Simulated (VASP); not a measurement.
# Re (P6_3/mmc) in VASP: further runs

Re is run at these levels: LDA; tasks: single point.

Program: VASP 6.6.1. These are calculated values, not measurements. Logs are shortened: lines on timing, memory, paths and dates and some standing lists are left out, and cuts for length are marked.

## 1. The cell of the first run

The structure is hexagonal, space group P6_3/mmc (No. 194). Conventional cell: a = 2.739 Å, b = 2.739 Å, c = 4.412 Å, α = 90.00°, β = 90.00°, γ = 120.00°. Within 3.6 Å of Re (site symmetry -6m2) lie 12 Re at 2.71 to 2.74 Å.

## 2. Single point, LDA

INCAR

```
SYSTEM = Re
ALGO = Normal
EDIFF = 1E-6
ENCUT = 600
GGA = CA
GGA_COMPAT = .False.
ISIF = 2
ISMEAR = 0
LASPH = .True.
LCHARG = .True.
LELF = .True.
LREAL = .False.
LVHAR = .True.
LWAVE = .False.
NBANDS = 14
NELM = 120
PREC = Accurate
SIGMA = 0.1
```

KPOINTS

```
k-points
0
Gamma
  13 13 7
  0 0 0
```

POSCAR

```
Re
1.0
    2.7391880258      0.0000000000      0.0000000000
   -1.3695940129      2.3722064161      0.0000000000
    0.0000000000      0.0000000000      4.4118668232
Re
2
Direct
    0.3333333333      0.6666666667      0.2500000000
    0.6666666667      0.3333333333      0.7500000000
```

Potentials or basis: VASP PAW LDA potentials, release 64 (Re).

On the command line:

```
> cat potpaw_LDA.64/Re/POTCAR > POTCAR
> mpirun -np 1 vasp_std > vasp.out
```

OUTCAR:

```text
SYSTEM = Re
   EDIFF = 1E-6
   ENCUT = 600
   GGA = CA
   ISIF = 2
   ISMEAR = 0
   LASPH = .True.
   LREAL = .False.
   NELM = 120
   PREC = Accurate

 ion  position               nearest neighbor table
   1  0.333  0.667  0.250-   2 2.71   2 2.71   2 2.71   2 2.71   2 2.71   2 2.71
   2  0.667  0.333  0.750-   1 2.71   1 2.71   1 2.71   1 2.71   1 2.71   1 2.71

  LATTYP: Found a hexagonal cell.
 ALAT       =     2.7391880258
 C/A-ratio  =     1.6106476743

  Lattice vectors:

 A1 = (   2.7391880258,   0.0000000000,   0.0000000000)
 A2 = (  -1.3695940129,   2.3722064161,   0.0000000000)
 A3 = (   0.0000000000,   0.0000000000,   4.4118668232)

Analysis of symmetry for initial positions (statically):
=====================================================================
 Subroutine PRICEL returns:
 Original cell was already a primitive cell.

 Routine SETGRP: Setting up the symmetry group for a
 hexagonal supercell.

 Subroutine GETGRP returns: Found 24 space group operations
 (whereof 12 operations were pure point group operations)
 out of a pool of 24 trial point group operations.

The static configuration has the point symmetry D_3d.
 The point group associated with its full space group is D_6h.

Analysis of symmetry for dynamics (positions and initial velocities):
=====================================================================
 Subroutine PRICEL returns:
 Original cell was already a primitive cell.

 Routine SETGRP: Setting up the symmetry group for a
 hexagonal supercell.

 Subroutine GETGRP returns: Found 24 space group operations
 (whereof 12 operations were pure point group operations)
 out of a pool of 24 trial point group operations.

The dynamic configuration has the point symmetry D_3d.
 The point group associated with its full space group is D_6h.

 Subroutine INISYM returns: Found 24 space group operations
 (whereof 12 operations are pure point group operations),
 and found     1 'primitive' translations

----------------------------------------------------------------------------------------

                                     Primitive cell

  volume of cell :      28.6680

  direct lattice vectors                    reciprocal lattice vectors
     2.739188026  0.000000000  0.000000000     0.365071689  0.210774238  0.000000000
    -1.369594013  2.372206416  0.000000000     0.000000000  0.421548476  0.000000000
     0.000000000  0.000000000  4.411866823     0.000000000  0.000000000  0.226661420

  length of vectors
     2.739188026  2.739188026  4.411866823     0.421548476  0.421548476  0.226661420
[... 93 lines left out ...]
   NUPDOWN=      -1.0000    fix difference up-down
   EMIN   =  10.00;   EMAX   =-10.00  energy-range for DOS
   EFERMI =   0.00;   METHOD = LEGACY
   ISMEAR =     0;   SIGMA  =   0.10  broadening in eV -4-tet -1-fermi 0-gaus
   EFERMI_NEDOS =   21; number of points for ismear=-14 and -15
   IALGO  =     38    algorithm
   IMIX   =      4    mixing-type and parameters
     AMIX     =   0.40;   BMIX     =  1.00
     AMIX_MAG =   1.60;   BMIX_MAG =  1.00
  volume/ion in A,a.u.               =      14.33        96.73
  Fermi-wavevector in a.u.,A,eV,Ry     =   1.289195  2.436225 22.613205  1.662024
  Thomas-Fermi vector in A             =   2.421103
   LORBIT       =      0    0 simple, 1 ext, 2 COOP (PROOUT), +10 PAW based schemes
   GGA     = CA    functional components
   LHFCALC =     F    Hartree Fock is set to
   AEXX    =    0.0000 exact exchange contribution
   IVDW    =     0    specifies the selected vdW correction
   LEPSILON=     F    determine dielectric tensor
   LRPA    =     F    only Hartree local field effects (RPA)
 non-spin polarized calculation
 Gauss-broadening in eV      SIGMA  =   0.10
  energy-cutoff  :      600.00
  volume of cell :       28.67
 maximum number of plane-waves:       984
 NGX is ok and might be reduce to    24
   NGX = 11   NGY = 11   NGZ = 17

 number of electron      14.0000000 magnetization

 Free energy of the ion-electron system (eV)
  ---------------------------------------------------
  ext. energy  EPLUGINS =         0.00000000
  ---------------------------------------------------
  free energy    TOTEN  =       -27.53617153 eV

  energy without entropy =      -27.52888979  energy(sigma->0) =      -27.53253066

 E-fermi :   8.1625     XC(G=0): -13.9821

 val. band max:        8.1464084561   @ k =   0.1538   0.0769   0.0000
 cond. band min:       8.1821174249   @ k =   0.1538   0.0769   0.1429
 fundamental gap:      0.0357089688
 Fermi energy:         8.1625068546

 k-point     1 :       0.0000    0.0000    0.0000
  band No.  band energies     occupation
      1      -1.7924      2.00000
      2       1.3819      2.00000
      3       6.5052      2.00000
      4       6.5052      2.00000
      5       6.5450      2.00000
      6       7.3857      2.00000
      7       7.3857      2.00000
      8       8.3222      0.02395
      9       8.3222      0.02395
     10       9.0137      0.00000
     11      11.6533      0.00000
     12      11.6533      0.00000
     13      18.5959      0.00000
     14      22.4118      0.00000
[... 377 lines left out ...]
      1      -0.6127      2.00000
      2       2.2659      2.00000
      3       5.4034      2.00000
      4       5.8324      2.00000
      5       6.5804      2.00000
      6       7.0767      2.00000
      7       7.4783      2.00000
      8       7.9418      1.99820
      9       8.3868      0.00151
     10       8.5756      0.00000
     11      12.0157      0.00000
     12      13.9138      0.00000
     13      19.5681      0.00000
     14      23.9049      0.00000

 [... further k-points ...]

------------------------ aborting loop because EDIFF is reached ----------------------------------------

  FORCE on cell =-STRESS in cart. coord.  units (eV):
  Direction    XX          YY          ZZ          XY          YZ          ZX
  --------------------------------------------------------------------------------------
  -------------------------------------------------------------------------------------
  Total        0.2667581      0.2667581      0.2431698      0.0000000      0.0000000      0.0000000
  in kB       14.9084129     14.9084129     13.5901251      0.0000000      0.0000000      0.0000000
  external PRESSURE =      14.4689837 kB  Pullay stress =       0.0000000 kB

 VOLUME and BASIS-vectors are now :
 -----------------------------------------------------------------------------
  energy-cutoff  :      600.00
  volume of cell :       28.67
      direct lattice vectors                 reciprocal lattice vectors
     2.739188026  0.000000000  0.000000000     0.365071689  0.210774238  0.000000000
    -1.369594013  2.372206416  0.000000000     0.000000000  0.421548476  0.000000000
     0.000000000  0.000000000  4.411866823     0.000000000  0.000000000  0.226661420

 POSITION                                       TOTAL-FORCE (eV/Angst)
 -----------------------------------------------------------------------------------
     -0.00000      1.58147      1.10297        -0.000000      0.000000      0.000000
      1.36959      0.79074      3.30890         0.000000     -0.000000      0.000000
 -----------------------------------------------------------------------------------
    total drift:                               -0.000000      0.000000     -0.000000

  FREE ENERGIE OF THE ION-ELECTRON SYSTEM (eV)
  ---------------------------------------------------
  free  energy   TOTEN  =       -27.5361715310 eV

  energy  without entropy=      -27.5288897938  energy(sigma->0) =      -27.53253066
```

It took 15 s on 1 thread of Intel Xeon 6975P-C (Granite Rapids), shared host; peak memory 0.16 GiB.

What came out:

| Item | Value |
| --- | --- |
| Free energy | -27.5362 eV |
| Pressure | 1.4 GPa |
| Band gap on the k mesh | zero (bands 7 and 8 overlap by 3.05 eV) |

Caveat: spin-orbit coupling is left out, which moves the levels of the heavy elements.

## 3. Single point, LDA

INCAR

```
SYSTEM = Re
PREC = Accurate
ENCUT = 600
EDIFF = 1E-6
ISMEAR = 0
SIGMA = 0.2
LREAL = .FALSE.
LASPH = .TRUE.
NELM = 120
ALGO = Normal
ISIF = 2
LWAVE = .FALSE.
LCHARG = .FALSE.
NBANDS = 14
GGA_COMPAT = .FALSE.
```

KPOINTS

```
regular mesh
0
G
  13 13 7
  0 0 0
```

POSCAR is that of step 2.

Potentials or basis: VASP PAW LDA potentials, release 64 (Re).

On the command line:

```
> cat potpaw_LDA.64/Re/POTCAR > POTCAR
> mpirun -np 1 vasp_std > vasp.out
```

It took 13 s on 1 thread of Intel Xeon 6975P-C (Granite Rapids), shared host; peak memory 0.16 GiB.

It converged, with:

| Property | Result |
| --- | --- |
| Free energy | -27.5468 eV |
| Pressure | 1.6 GPa |
| Band gap on the k mesh | zero (bands 7 and 8 overlap by 3.05 eV) |

Levels at points of the mesh, in eV from the Fermi level:
```csv
k point,band 3,band 4,band 5,band 6,band 7,band 8,band 9,band 10,band 11,band 12
"(0.00, 0.00, 0.00)",-1.68,-1.68,-1.64,-0.80,-0.80,0.14,0.14,0.83,3.47,3.47
```

Caveat: spin-orbit coupling is left out, which moves the levels of the heavy elements.

## 4. Single point, LDA

INCAR

```
SYSTEM = Re
PREC = Accurate
ENCUT = 600
EDIFF = 1E-6
ISMEAR = 0
SIGMA = 0.3
LREAL = .False.
LASPH = .True.
NELM = 120
ALGO = Normal
ISIF = 2
LWAVE = .False.
LCHARG = .True.
GGA = CA
LELF = .True.
LVHAR = .True.
NBANDS = 14
GGA_COMPAT = .False.
```

KPOINTS

```
regular mesh
0
Gamma
  13 13 7
  0 0 0
```

POSCAR is that of step 3.

On the command line:

```
> cat potpaw_LDA.64/Re/POTCAR > POTCAR
> mpirun -np 1 vasp_std > vasp.out
```

Wall time 15 s (1 thread of Intel Xeon 6975P-C (Granite Rapids), shared host); peak memory 0.16 GiB.

Results (log left out):

```
Free energy            : -27.5653 eV
Pressure               : 1.8 GPa
Band gap on the k mesh : zero (bands 7 and 8 overlap by 3.05 eV)
```

Stress tensor (GPa, compression positive):
```
1.84 0.00 0.00
0.00 1.84 0.00
0.00 0.00 1.61
```

Levels at points of the mesh, in eV from the Fermi level:
| k point | band 5 | band 6 | band 7 | band 8 | band 9 | band 10 |
| --- | --- | --- | --- | --- | --- | --- |
| (0.00, 0.00, 0.00) | -1.65 | -0.81 | -0.81 | 0.13 | 0.13 | 0.82 |

Caveat: so wide a smearing shifts energies and pressures; spin-orbit coupling is left out, which moves the levels of the heavy elements.

## 5. Single point, LDA

INCAR

```
PREC = Accurate
ENCUT = 600
EDIFF = 1E-6
ISMEAR = 0
SIGMA = 0.6
LREAL = False
LASPH = True
NELM = 120
ALGO = Normal
ISIF = 2
LWAVE = False
LCHARG = False
GGA = CA
NBANDS = 14
GGA_COMPAT = False
```

KPOINTS

```
Automatic mesh
0
Gamma
  13 13 7
```

POSCAR is that of step 4.

On the command line:

```
> cat potpaw_LDA.64/Re/POTCAR > POTCAR
> mpirun -np 1 vasp_std > vasp.out
```

Wall time 14 s (1 thread of Intel Xeon 6975P-C (Granite Rapids), shared host); peak memory 0.16 GiB.

It converged, with:

* Free energy: -27.6757 eV
* Pressure: 2.6 GPa
* Band gap on the k mesh: zero (bands 7 and 8 overlap by 3.05 eV)

Stress tensor (GPa, compression positive):
```
3.05 0.00 0.00
0.00 3.05 0.00
0.00 0.00 1.75
```

Levels at points of the mesh, in eV from the Fermi level:
```
           k point  band 3  band 4  band 5  band 6  band 7  band 8  band 9  band 10  band 11  band 12
(0.00, 0.00, 0.00)   -1.73   -1.73   -1.68   -0.85   -0.85    0.10    0.10     0.79     3.43     3.43
```

Caveat: so wide a smearing shifts energies and pressures; spin-orbit coupling is left out, which moves the levels of the heavy elements.

## 6. The runs side by side

| smearing | gap on the mesh (eV) | pressure (GPa) |
| --- | --- | --- |
| gaussian 0.1 eV | none | 1.4 |
| gaussian 0.2 eV | none | 1.6 |
| gaussian 0.3 eV | none | 1.8 |
| gaussian 0.6 eV | none | 2.6 |

Alike in all rows: task single point; level LDA; potentials or basis VASP PAW LDA potentials, release 64 (Re); no spin polarisation; cell as given; k mesh 13 × 13 × 7; cutoff (eV) 600.

Caveats: spin-orbit coupling is left out, which moves the levels of the heavy elements; so wide a smearing shifts energies and pressures (at least some runs).

Total energies depend on the potentials used, so only differences within one code and one set of settings carry meaning.
